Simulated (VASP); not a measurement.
# Si (a cell with a defect) in VASP: single point with PBE+D3(BJ)

Aim: the single point of Si (a cell with a defect) with PBE+D3(BJ).

Program: VASP 6.6.1. These are calculated values, not measurements. Logs are shortened: lines on timing, memory, paths and dates and some standing lists are left out, and cuts for length are marked.

**1. The cell of the first run**

The cell holds a defect, 63 atoms: a = 10.860 Å, b = 10.860 Å, c = 10.860 Å, α = 90.00°, β = 90.00°, γ = 90.00°.

**2. Single point, PBE+D3(BJ), collinear spin**

INCAR reads:

```
SYSTEM = Si
PREC = Accurate
ENCUT = 520
EDIFF = 1E-6
ISMEAR = -1
SIGMA = 0.05
LREAL = Auto
LASPH = .TRUE.
NELM = 150
ALGO = Normal
ISIF = 2
LWAVE = .FALSE.
LCHARG = .TRUE.
ISPIN = 2
MAGMOM = 0 0 0 0 0 0 0 0 0 0 0 0 0 0 0 0 0 0 0 0 0 0 0 0 0 0 0 0 0 0 0 0 0 0 0 0 0 0 0 0 0 1 0 0 0 0 0 0 0 0 0 0 0 0 0 0 0 0 0 0 0 0 0
LORBIT = 11
GGA = PE
IVDW = 12
LELF = .TRUE.
LVHAR = .TRUE.
NBANDS = 167
NELECT = 253.0
```

KPOINTS reads:

```
regular mesh
0
G
  1 1 1
  0 0 0
```

POSCAR reads:

```
Si
1.0
   10.8600000000      0.0000000000      0.0000000000
    0.0000000000     10.8600000000      0.0000000000
    0.0000000000      0.0000000000     10.8600000000
Si
63
Direct
    0.5002853554      0.0002048125      0.0002041952
    0.6257752734      0.1252689276      0.1254421082
    0.7507144979      0.2511850744      0.0011452687
    0.8748438498      0.3782636056      0.1282295595
    0.7507527154     -0.0002030117      0.2505885710
    0.8754368712      0.1252458941      0.3752187932
    0.0000889699     -0.0008444119      0.0012418990
    0.1251012024      0.1250361004      0.1255406303
    0.2504163078      0.2501181192      0.0000784235
    0.3755367046      0.3754227867      0.1254890108
    0.5014201319      0.5004296844      0.0012182404
    0.6283461453      0.6247577862      0.1282090029
    0.7506187556      0.7498368103      0.0007159493
    0.8756738803      0.8722545666      0.1281941516
    0.2494552111     -0.0005807001      0.2507418986
    0.3754681883      0.1253782231      0.3753238442
    0.5014757675      0.2511377315      0.2504430177
    0.6283092297      0.3782295024      0.3747593432
    0.7585861928      0.5085477811      0.2585551866
    0.5013641384     -0.0007506546      0.4998495794
    0.6257284973      0.1250618521      0.6248673106
    0.7506576816      0.2507251885      0.4998161117
    0.8756265687      0.3781897314      0.6223045593
    0.7507407017     -0.0005998896      0.7493547699
    0.8754991404      0.1252469917      0.8752869031
    0.0000046665      0.5004592733      0.0006528517
    0.1226487802      0.6254412391      0.1279475217
    0.2494713937      0.7499373704      0.0011426628
    0.3750997999      0.8749722426      0.1256431919
    0.0000301953      0.2506856937      0.2504198384
    0.1225392696      0.3780732639      0.3754358871
    0.2500077087      0.5004688826      0.2504679583
    0.3753935506      0.6251757460      0.3751868789
    0.5007990252      0.7498369822      0.2504590494
    0.6282385689      0.8723146252      0.3754875549
    0.0000186281     -0.0002700904      0.4999306859
    0.1251003211      0.1253189162      0.6248691738
    0.2494143068      0.2512340724      0.4999292500
    0.3751246915      0.3755798245      0.6249817739
    0.5007956822      0.5004741420      0.4999041375
    0.6282819802      0.6255810072      0.6222610264
    0.7582357543      0.7425268332      0.4924141992
    0.8750112521      0.8723689286      0.6224202819
    0.2504791147      0.0003047246      0.7503285416
    0.3754335445      0.1252143612      0.8752236148
    0.5003105892      0.2501444549      0.7501829778
    0.6256716895      0.3754712367      0.8753108755
    0.7506620294      0.5005904229      0.7498157290
    0.8753825173      0.6252474456      0.8752331662
   -0.0071058548      0.7423602626      0.2579543041
    0.1225517726      0.8723304664      0.3749581191
   -0.0072178696      0.5080385866      0.4923735116
    0.1225800029      0.6248774918      0.6224149249
    0.2500048939      0.7498381896      0.4999211104
    0.3755383339      0.8749395903      0.6249350129
    0.0000692751      0.2511773922      0.7491561654
    0.1250456029      0.3755380396      0.8749864211
    0.2495166857      0.5006603135      0.7494191196
    0.3755309556      0.6253095896      0.8753496933
    0.5014038097      0.7499278178      0.7492468307
    0.6257213646      0.8749290986      0.8750570455
    0.0000668088      0.7498959258      0.7497800165
    0.1250774804      0.8749110350      0.8753821684
```

Potentials or basis: VASP PAW PBE potentials, release 64 (Si).

The run is started by

```
> cat potpaw_PBE.64/Si/POTCAR > POTCAR
> mpirun -np 1 vasp_gam > vasp.out
```

OUTCAR:

```text
SYSTEM = Si
   PREC = Accurate
   ENCUT = 520
   EDIFF = 1E-6
   ISMEAR = -1
   LREAL = Auto
   LASPH = .TRUE.
   NELM = 150
   ISIF = 2
   ISPIN = 2
   LORBIT = 11
   GGA = PE
   IVDW = 12
   NELECT = 253.0
 IVDW          = 12

 ion  position               nearest neighbor table
   1  0.500  0.000  0.000-  45 2.35   2 2.36  29 2.36  61 2.36
   2  0.626  0.125  0.125-   3 2.35  17 2.35   5 2.35   1 2.36
   3  0.751  0.251  0.001-   2 2.35  47 2.35  25 2.36   4 2.37
   4  0.875  0.378  0.128-  26 2.35  30 2.35  19 2.37   3 2.37
   5  0.751  1.000  0.251-   6 2.35  14 2.35  35 2.35   2 2.35
   6  0.875  0.125  0.375-   5 2.35  36 2.35  30 2.35  22 2.35
[... 10 lines left out ...]
  17  0.501  0.251  0.250-   2 2.35  10 2.35  16 2.36  18 2.37
[... 32 lines left out ...]
  50  0.993  0.742  0.258-  51 2.36  27 2.36  14 2.37
  51  0.123  0.872  0.375-  36 2.35  54 2.35  50 2.36  15 2.37
  52  0.993  0.508  0.492-  31 2.36  53 2.36  23 2.37
  53  0.123  0.625  0.622-  54 2.35  62 2.35  52 2.36  58 2.37
  54  0.250  0.750  0.500-  33 2.35  53 2.35  51 2.35  55 2.36
  55  0.376  0.875  0.625-  60 2.35  20 2.35  54 2.36  44 2.36
  56  0.000  0.251  0.749-  57 2.35  37 2.35  25 2.36  23 2.37
  57  0.125  0.376  0.875-  58 2.35  56 2.35  26 2.36   9 2.36
  58  0.250  0.501  0.749-  39 2.35  57 2.35  59 2.36  53 2.37
  59  0.376  0.625  0.875-  28 2.36  58 2.36  60 2.36  11 2.36
  60  0.501  0.750  0.749-  61 2.35  55 2.35  59 2.36  41 2.37
  61  0.626  0.875  0.875-  60 2.35  24 2.35  13 2.36   1 2.36
  62  0.000  0.750  0.750-  49 2.35  43 2.35  53 2.35  63 2.36
  63  0.125  0.875  0.875-   7 2.35  28 2.35  62 2.36  44 2.36

  LATTYP: Found a simple cubic cell.
 ALAT       =    10.8600000000

  Lattice vectors:

 A1 = (  10.8600000000,   0.0000000000,   0.0000000000)
 A2 = (   0.0000000000,  10.8600000000,   0.0000000000)
 A3 = (   0.0000000000,   0.0000000000,  10.8600000000)

Analysis of symmetry for initial positions (statically):
=====================================================================
 Subroutine PRICEL returns:
 Original cell was already a primitive cell.

 Routine SETGRP: Setting up the symmetry group for a
 simple cubic supercell.

 Subroutine GETGRP returns: Found  1 space group operations
 (whereof  1 operations were pure point group operations)
 out of a pool of 48 trial point group operations.

The static configuration has the point symmetry C_1 .

Analysis of symmetry for dynamics (positions and initial velocities):
=====================================================================
 Subroutine PRICEL returns:
 Original cell was already a primitive cell.

 Routine SETGRP: Setting up the symmetry group for a
 simple cubic supercell.

 Subroutine GETGRP returns: Found  1 space group operations
 (whereof  1 operations were pure point group operations)
 out of a pool of 48 trial point group operations.

[... 258 lines left out ...]
  energy without entropy =     -325.68259345  energy(sigma->0) =     -325.76048915

 E-fermi :   6.2736     XC(G=0):  -9.3540

 val. band max:        6.1872242232   @ k =   0.0000   0.0000   0.0000
 cond. band min:       6.4089379494   @ k =   0.0000   0.0000   0.0000
 fundamental gap:      0.2217137262
 Fermi energy:         6.2735554246

 spin component 1

 k-point     1 :       0.0000    0.0000    0.0000
  band No.  band energies     occupation
      1      -6.2245      1.00000
      2      -5.1774      1.00000
      3      -5.1771      1.00000
      4      -5.1568      1.00000
      5      -5.1566      1.00000
      6      -5.1563      1.00000
[... 130 lines left out ...]
    137       6.8988      0.00000
    138       6.9141      0.00000
 Fermi energy:         6.2735554246

 spin component 2

 k-point     1 :       0.0000    0.0000    0.0000
  band No.  band energies     occupation
      1      -6.1976      1.00000
      2      -5.1510      1.00000
      3      -5.1507      1.00000
      4      -5.1315      1.00000
      5      -5.1314      1.00000
      6      -5.1310      1.00000
[... 130 lines left out ...]
    137       6.9375      0.00000
    138       6.9697      0.00000
 [bands above 138 left out]

------------------------ aborting loop because EDIFF is reached ----------------------------------------

 Edisp (eV)  -19.96610

 E6    (eV) :   -11.6889

 E8    (eV) :    -8.2772

  FORCE on cell =-STRESS in cart. coord.  units (eV):
  Direction    XX          YY          ZZ          XY          YZ          ZX
  --------------------------------------------------------------------------------------
  -------------------------------------------------------------------------------------
  Total       4.81799     4.75472     4.76061    -0.03161     0.04473    -0.03890
  in kB       6.02680     5.94766     5.95503    -0.03954     0.05596    -0.04866
  external pressure =        5.98 kB  Pullay stress =        0.00 kB

 VOLUME and BASIS-vectors are now :
 -----------------------------------------------------------------------------
  energy-cutoff  :      520.00
  volume of cell :     1280.82
      direct lattice vectors                 reciprocal lattice vectors
    10.860000000  0.000000000  0.000000000     0.092081031  0.000000000  0.000000000
     0.000000000 10.860000000  0.000000000     0.000000000  0.092081031  0.000000000
     0.000000000  0.000000000 10.860000000     0.000000000  0.000000000  0.092081031

 POSITION                                       TOTAL-FORCE (eV/Angst)
 -----------------------------------------------------------------------------------
      5.43310      0.00222      0.00222        -0.001219      0.007269     -0.005082
      6.79592      1.36042      1.36230        -0.000025      0.008201      0.004067
      8.15276      2.72787      0.01244         0.006303     -0.000949     -0.000733
      9.50080      4.10794      1.39257         0.009502     -0.007381     -0.005413
      8.15317     10.85780      2.72139         0.002805     -0.002737      0.002112
      9.50724      1.36017      4.07488        -0.004580      0.000938      0.000071
[... 55 lines left out ...]
      0.00073      8.14387      8.14261        -0.000069     -0.004136     -0.005222
      1.35834      9.50153      9.50665         0.000768     -0.000936     -0.003507
 -----------------------------------------------------------------------------------
    total drift:                               -0.003215     -0.016679     -0.011748

  FREE ENERGIE OF THE ION-ELECTRON SYSTEM (eV)
  ---------------------------------------------------
  free  energy   TOTEN  =      -345.8044848486 eV

  energy  without entropy=     -345.6486934636  energy(sigma->0) =     -345.72658916

 total charge

# of ion       s       p       d       tot
------------------------------------------
    1        0.741   0.957   0.000   1.698
    2        0.739   0.961   0.000   1.700
    3        0.744   0.948   0.000   1.692
    4        0.741   0.948   0.000   1.689
    5        0.740   0.962   0.000   1.702
    6        0.738   0.963   0.000   1.701
[... 55 lines left out ...]
   62        0.740   0.962   0.000   1.702
   63        0.739   0.961   0.000   1.700
--------------------------------------------------
tot         46.896  59.749   0.000 106.645

 magnetization (x)

# of ion       s       p       d       tot
------------------------------------------
    1        0.000   0.002   0.000   0.002
    2        0.000   0.003   0.000   0.003
    3        0.002   0.012   0.000   0.013
    4        0.001   0.012   0.000   0.013
    5        0.001   0.001   0.000   0.001
    6       -0.000  -0.002   0.000  -0.003
[... 55 lines left out ...]
   62        0.001   0.001   0.000   0.001
   63        0.000   0.003   0.000   0.003
--------------------------------------------------
tot          0.199   0.758   0.000   0.957
```

It took 11 min on 1 thread of Intel Xeon Platinum 8375C at 2.90GHz (Ice Lake), shared host; peak memory 1.4 GiB.

What came out:

* Free energy: -345.8045 eV
* Largest force: 0.041 eV/Å
* Net moment: 2.51 μB per cell
* Site moments: Si +0.00, +0.01, -0.00, +0.14 (each value once) μB
* Valence electrons inside the program's atomic spheres: Si 1.70, 1.69, 1.64 (each value once)
* Dispersion energy per atom: -0.317 eV

Forces in eV/Å, atoms in the order of the input:
```
Si  -0.001  0.007 -0.005
Si   0.000  0.008  0.004
Si   0.006 -0.001 -0.001
Si   0.010 -0.007 -0.005
Si   0.003 -0.003  0.002
Si  -0.005  0.001  0.000
Si  -0.009  0.007  0.001
Si  -0.001 -0.005 -0.005
Si   0.008 -0.001 -0.002
Si   0.007  0.001  0.000
Si  -0.007  0.010 -0.003
Si  -0.008  0.006 -0.006
Si   0.008  0.000 -0.001
Si   0.000  0.006 -0.010
Si   0.001 -0.001  0.004
Si   0.003 -0.003 -0.005
Si  -0.007 -0.002  0.008
Si  -0.005 -0.008  0.009
Si  -0.022 -0.024 -0.025
Si  -0.003  0.002  0.000
Si  -0.001 -0.004 -0.002
Si   0.005  0.000 -0.003
Si   0.003 -0.010  0.006
Si   0.007 -0.002  0.003
Si  -0.001  0.001 -0.001
Si  -0.003  0.004  0.003
Si   0.004 -0.004 -0.007
Si   0.002 -0.004  0.001
Si   0.000  0.000 -0.002
Si  -0.005  0.004  0.005
Si   0.008 -0.011 -0.002
Si   0.003  0.007  0.007
Si  -0.003 -0.003  0.000
Si   0.002  0.001  0.005
Si  -0.009  0.009 -0.004
Si   0.001 -0.005 -0.006
Si  -0.001  0.003  0.002
Si   0.000 -0.003 -0.008
Si   0.000 -0.001 -0.001
Si   0.003  0.005 -0.004
Si  -0.009 -0.006  0.010
Si  -0.023  0.012  0.015
Si   0.003  0.013  0.012
Si   0.005  0.006  0.004
Si  -0.002 -0.001 -0.002
Si  -0.002 -0.004  0.010
Si   0.003  0.002  0.004
Si   0.005  0.005 -0.004
Si  -0.005 -0.003  0.001
Si   0.010  0.016 -0.021
Si   0.012  0.011  0.005
Si   0.009 -0.020  0.021
Si   0.010  0.005  0.006
Si  -0.001 -0.004 -0.004
Si   0.002 -0.001 -0.001
Si  -0.007  0.000  0.004
Si   0.001 -0.005 -0.001
Si   0.000  0.007  0.003
Si   0.002 -0.005 -0.005
Si  -0.003 -0.007  0.000
Si  -0.002  0.001 -0.001
Si   0.000 -0.004 -0.005
Si   0.001 -0.001 -0.004
```

Caveat: the k points lie up to 0.58 Å⁻¹ apart; the cell carries a net charge on a neutralising background, which shifts energy and pressure; the cell is charged against a uniform background, so pressure and absolute levels hang on convention.
